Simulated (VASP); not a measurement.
# In (I4/mmm) in VASP: further runs

Runs on In. Level: PBEsol. Tasks: single point, relaxation of shape and atoms at fixed volume.

Program: VASP 6.6.1. These are calculated values, not measurements. Logs are shortened: lines on timing, memory, paths and dates and some standing lists are left out, and cuts for length are marked.

### 1 The cell of the first run

The structure is tetragonal, space group I4/mmm (No. 139). Conventional cell: a = 3.068 Å, b = 3.068 Å, c = 4.769 Å, α = 90.00°, β = 90.00°, γ = 90.00°. In (site symmetry 4/mmm) has 12 In at 3.07 to 3.22 Å within 4.0 Å.

### 2 Single point, PBEsol (22.44 Å³/atom)

INCAR

```
PREC     = Accurate       # precision mode
ENCUT    = 520            # plane-wave cutoff, eV
EDIFF    = 1E-7           # SCF threshold, eV
ISMEAR   = 0              # smearing method
SIGMA    = 0.1            # smearing width, eV
LREAL    = False          # projectors in reciprocal space
LASPH    = True           # aspherical terms in the spheres
NELM     = 80             # most SCF steps
ALGO     = Normal         # electronic algorithm
ISIF     = 2              # what is computed and relaxed
LWAVE    = False          # write WAVECAR
LCHARG   = False          # write CHGCAR
GGA      = PS             # functional
NBANDS   = 12             # bands
```

KPOINTS

```
Automatic mesh
0
Gamma
  18 18 18
```

POSCAR

```
In
1.0
   -1.5340254528      1.5340254528      2.3843915423
    1.5340254528     -1.5340254528      2.3843915423
    1.5340254528      1.5340254528     -2.3843915423
In
1
Direct
    0.0000000000      0.0000000000      0.0000000000
```

Potentials or basis: VASP PAW PBE potentials, release 64 (In_d).

Launch:

```sh
$ cat potpaw_PBE.64/In_d/POTCAR > POTCAR
$ mpirun -np 1 vasp_std > vasp.out
```

OUTCAR:

```text
PREC = Accurate
   ENCUT = 520
   EDIFF = 1E-7
   ISMEAR = 0
   LREAL = False
   LASPH = True
   NELM = 80
   ISIF = 2
   GGA = PS

 ion  position               nearest neighbor table
   1  0.000  0.000  0.000-

  LATTYP: Found a body centered tetragonal cell.
 ALAT       =     3.0680509056
 C/A-ratio  =     1.5543363625

  Lattice vectors:

 A1 = (  -1.5340254528,   1.5340254528,   2.3843915423)
 A2 = (   1.5340254528,  -1.5340254528,   2.3843915423)
 A3 = (   1.5340254528,   1.5340254528,  -2.3843915423)

Analysis of symmetry for initial positions (statically):
=====================================================================
 Subroutine PRICEL returns:
 Original cell was already a primitive cell.

 Routine SETGRP: Setting up the symmetry group for a
 body centered tetragonal supercell.

 Subroutine GETGRP returns: Found 16 space group operations
 (whereof 16 operations were pure point group operations)
 out of a pool of 16 trial point group operations.

The static configuration has the point symmetry D_4h.

Analysis of symmetry for dynamics (positions and initial velocities):
=====================================================================
 Subroutine PRICEL returns:
 Original cell was already a primitive cell.

 Routine SETGRP: Setting up the symmetry group for a
 body centered tetragonal supercell.

 Subroutine GETGRP returns: Found 16 space group operations
 (whereof 16 operations were pure point group operations)
 out of a pool of 16 trial point group operations.

The dynamic configuration has the point symmetry D_4h.

 Subroutine INISYM returns: Found 16 space group operations
 (whereof 16 operations are pure point group operations),
 and found     1 'primitive' translations

----------------------------------------------------------------------------------------

                                     Primitive cell

  volume of cell :      22.4441

  direct lattice vectors                    reciprocal lattice vectors
    -1.534025453  1.534025453  2.384391542     0.000000000  0.325939833  0.209697103
     1.534025453 -1.534025453  2.384391542     0.325939833  0.000000000  0.209697103
     1.534025453  1.534025453 -2.384391542     0.325939833  0.325939833  0.000000000

  length of vectors
     3.223630129  3.223630129  3.223630129     0.387568897  0.387568897  0.460948532

  position of ions in fractional coordinates (direct lattice)
     0.000000000  0.000000000  0.000000000

  ion indices of the primitive-cell ions
   primitive index   ion index
                 1           1

----------------------------------------------------------------------------------------

 KPOINTS: Automatic mesh

Automatic generation of k-mesh.
 Grid dimensions read from file:
 generate k-points for:   18   18   18

 Generating k-lattice:

  Cartesian coordinates                     Fractional coordinates (reciprocal lattice)
     0.000000000  0.018107769  0.011649839     0.055555556  0.000000000 -0.000000000
     0.018107769  0.000000000  0.011649839     0.000000000  0.055555556 -0.000000000
     0.018107769  0.018107769  0.000000000     0.000000000  0.000000000  0.055555556

  Length of vectors
     0.021531605  0.021531605  0.025608252

  Shift w.r.t. Gamma in fractional coordinates (k-lattice)
     0.000000000  0.000000000  0.000000000

 Subroutine IBZKPT returns following result:
 ===========================================

 Found    480 irreducible k-points:

 Following reciprocal coordinates:
            Coordinates               Weight
  0.000000  0.000000  0.000000      1.000000
  0.055556 -0.000000  0.000000      8.000000
  0.111111 -0.000000  0.000000      8.000000
  0.166667 -0.000000  0.000000      8.000000
  0.222222 -0.000000  0.000000      8.000000
  0.277778 -0.000000  0.000000      8.000000
[... 16 lines left out ...]
 -0.277778  0.055556 -0.000000     16.000000
 -0.222222  0.055556 -0.000000     16.000000
 [... further k-points ...]
   k-points           NKPTS =    480   k-points in BZ     NKDIM =    480   number of bands    NBANDS=     12
   number of dos      NEDOS =    301   number of ions     NIONS =      1
   total plane-waves  NPLWV =  13824
   dimension x,y,z NGX =    24 NGY =   24 NGZ =   24
   dimension x,y,z NGXF=    48 NGYF=   48 NGZF=   48
   ions per type =               1
   NGX,Y,Z   is equivalent  to a cutoff of  12.38, 12.38, 12.38 a.u.
   NGXF,Y,Z  is equivalent  to a cutoff of  24.75, 24.75, 24.75 a.u.
 SYSTEM =  unknown system
   PREC   = accura    normal or accurate (medium, high low for compatibility)
   ISTART =      0    job   : 0-new  1-cont  2-samecut
   ICHARG =      2    charge: 1-file 2-atom 10-const
   ISPIN  =      1    spin polarized calculation?
   LNONCOLLINEAR =      F non collinear calculations
   LSORBIT =      F    spin-orbit coupling
   LASPH  =      T    aspherical Exc in radial PAW
   ENCUT  =  520.0 eV  38.22 Ry    6.18 a.u.   5.99  5.99  5.99*2*pi/ulx,y,z
   NELM   =     80;   NELMIN=  2; NELMDL= -5     # of ELM steps
   EDIFF  = 0.1E-06   stopping-criterion for ELM
   LREAL  =      F    real-space projection
   EDIFFG = 0.1E-05   stopping-criterion for IOM
   NSW    =      0    number of steps for IOM
   IBRION =     -1    ionic relax: 0-MD 1-quasi-New 2-CG
   NFREE  =      0    steps in history (QN), initial steepest desc. (CG)
   ISIF   =      2    stress and relaxation
   ISYM   =      2    0-nonsym 1-usesym 2-fastsym
   POTIM  = 0.5000    time-step for ionic-motion
   TEBEG  =    0.0;   TEEND  =   0.0 temperature during run
   PSTRESS=    0.0 pullay stress
   NELECT =      13.0000    total number of electrons
   NUPDOWN=      -1.0000    fix difference up-down
   EMIN   =  10.00;   EMAX   =-10.00  energy-range for DOS
   EFERMI =   0.00;   METHOD = LEGACY
   ISMEAR =     0;   SIGMA  =   0.10  broadening in eV -4-tet -1-fermi 0-gaus
   EFERMI_NEDOS =   21; number of points for ismear=-14 and -15
   IALGO  =     38    algorithm
   IMIX   =      4    mixing-type and parameters
     AMIX     =   0.40;   BMIX     =  1.00
     AMIX_MAG =   1.60;   BMIX_MAG =  1.00
  volume/ion in A,a.u.               =      22.44       151.46
  Fermi-wavevector in a.u.,A,eV,Ry     =   1.364651  2.578817 25.337767  1.862273
  Thomas-Fermi vector in A             =   2.490949
   LORBIT       =      0    0 simple, 1 ext, 2 COOP (PROOUT), +10 PAW based schemes
   GGA     = PS    functional components
   LHFCALC =     F    Hartree Fock is set to
   AEXX    =    0.0000 exact exchange contribution
   IVDW    =     0    specifies the selected vdW correction
   LEPSILON=     F    determine dielectric tensor
   LRPA    =     F    only Hartree local field effects (RPA)
 non-spin polarized calculation
 Gauss-broadening in eV      SIGMA  =   0.10
  energy-cutoff  :      520.00
  volume of cell :       22.44
 maximum number of plane-waves:       636
   NGX = 11   NGY = 11   NGZ = 11

 number of electron      13.0000000 magnetization

 Free energy of the ion-electron system (eV)
  ---------------------------------------------------
  ext. energy  EPLUGINS =         0.00000000
  ---------------------------------------------------
  free energy    TOTEN  =        -2.91721852 eV

  energy without entropy =       -2.91590365  energy(sigma->0) =       -2.91656108

 E-fermi :   9.2841     XC(G=0): -11.1568

 val. band max:        9.2382200204   @ k =  -0.0556   0.3333   0.0556
 cond. band min:       9.2909707968   @ k =  -0.2778  -0.3889   0.1111
 fundamental gap:      0.0527507764
 Fermi energy:         9.2840672684

 k-point     1 :       0.0000    0.0000    0.0000
  band No.  band energies     occupation
      1      -5.6609      2.00000
      2      -5.4549      2.00000
      3      -5.4549      2.00000
      4      -5.3682      2.00000
      5      -5.1720      2.00000
      6      -1.4756      2.00000
      7      21.1484      0.00000
      8      21.1624      0.00000
      9      21.1624      0.00000
     10      21.4408      0.00000
     11      24.6629      0.00000
     12      24.7024      0.00000

 k-point     2 :       0.0556   -0.0000    0.0000
  band No.  band energies     occupation
      1      -5.6529      2.00000
      2      -5.4566      2.00000
      3      -5.4477      2.00000
      4      -5.3666      2.00000
      5      -5.1759      2.00000
      6      -1.3993      2.00000
      7      20.0751      0.00000
      8      21.0406      0.00000
      9      21.0729      0.00000
     10      21.2769      0.00000
     11      24.5395      0.00000
     12      24.9014      0.00000

 k-point     3 :       0.1111   -0.0000    0.0000
  band No.  band energies     occupation
      1      -5.6332      2.00000
      2      -5.4642      2.00000
      3      -5.4282      2.00000
      4      -5.3564      2.00000
      5      -5.1854      2.00000
      6      -1.1684      2.00000
      7      18.0552      0.00000
      8      20.5353      0.00000
      9      20.8555      0.00000
     10      21.2796      0.00000
     11      23.8378      0.00000
     12      25.4369      0.00000
[... 286 lines left out ...]
 k-point    23 :      -0.2778    0.0556   -0.0000
  band No.  band energies     occupation
      1      -5.5874      2.00000
      2      -5.5306      2.00000
      3      -5.3857      2.00000
      4      -5.2370      2.00000
      5      -5.1765      2.00000
      6       0.3386      2.00000
      7      12.4700      0.00000
      8      18.0539      0.00000
      9      19.7822      0.00000
     10      22.0264      0.00000
     11      23.0351      0.00000
     12      24.2211      0.00000

 k-point    24 :      -0.2222    0.0556   -0.0000
  band No.  band energies     occupation
      1      -5.5788      2.00000
      2      -5.5094      2.00000
      3      -5.3899      2.00000
      4      -5.2879      2.00000
      5      -5.2077      2.00000
      6      -0.3329      2.00000
      7      14.5004      0.00000
      8      18.5978      0.00000
      9      19.9577      0.00000
     10      22.2580      0.00000
     11      23.5571      0.00000
     12      24.3816      0.00000

 [... further k-points ...]
[... 5 lines left out ...]
  --------------------------------------------------------------------------------------
  -------------------------------------------------------------------------------------
  Total        1.1202896      1.1202896      1.1124821      0.0000000      0.0000000      0.0000000
  in kB       79.9720406     79.9720406     79.4147002      0.0000000      0.0000000      0.0000000
  external PRESSURE =      79.7862604 kB  Pullay stress =       0.0000000 kB

 VOLUME and BASIS-vectors are now :
 -----------------------------------------------------------------------------
  energy-cutoff  :      520.00
  volume of cell :       22.44
      direct lattice vectors                 reciprocal lattice vectors
    -1.534025453  1.534025453  2.384391542     0.000000000  0.325939833  0.209697103
     1.534025453 -1.534025453  2.384391542     0.325939833  0.000000000  0.209697103
     1.534025453  1.534025453 -2.384391542     0.325939833  0.325939833  0.000000000

 POSITION                                       TOTAL-FORCE (eV/Angst)
 -----------------------------------------------------------------------------------
      0.00000      0.00000      0.00000        -0.000000      0.000000      0.000000
 -----------------------------------------------------------------------------------
    total drift:                                0.000000      0.000000      0.000000

  FREE ENERGIE OF THE ION-ELECTRON SYSTEM (eV)
  ---------------------------------------------------
  free  energy   TOTEN  =        -2.9172185192 eV

  energy  without entropy=       -2.9159036507  energy(sigma->0) =       -2.91656108
```

It took 89 s on 1 thread of Intel Xeon 8259CL, shared host; peak memory 0.24 GiB.

Results:

| Item | Value |
| --- | --- |
| Free energy | -2.9172 eV |
| Pressure | 8.0 GPa |
| Band gap on the k mesh | zero (an odd number of electrons rules out a gap without spin polarisation) |

Levels at points of the mesh, in eV from the Fermi level:
```tsv
k point	band 4	band 5	band 6	band 7	band 8	band 9
(0.00, 0.00, 0.00)	-14.65	-14.46	-10.76	11.86	11.88	11.88
(0.50, 0.00, 0.00)	-14.35	-14.28	-4.42	-4.15	8.04	10.56
(0.50, 0.50, 0.00)	-14.33	-14.17	-2.42	-1.17	3.62	4.15
(0.50, 0.50, 0.50)	-14.28	-14.28	-3.48	-3.08	5.31	5.31
```

Caveat: the cell stands under pressure; the PAW data sets were made with another functional, which shifts forces and pressure a little; spin-orbit coupling is left out, which moves the levels of the heavy elements.

(Part 1 of 2 ends here.)
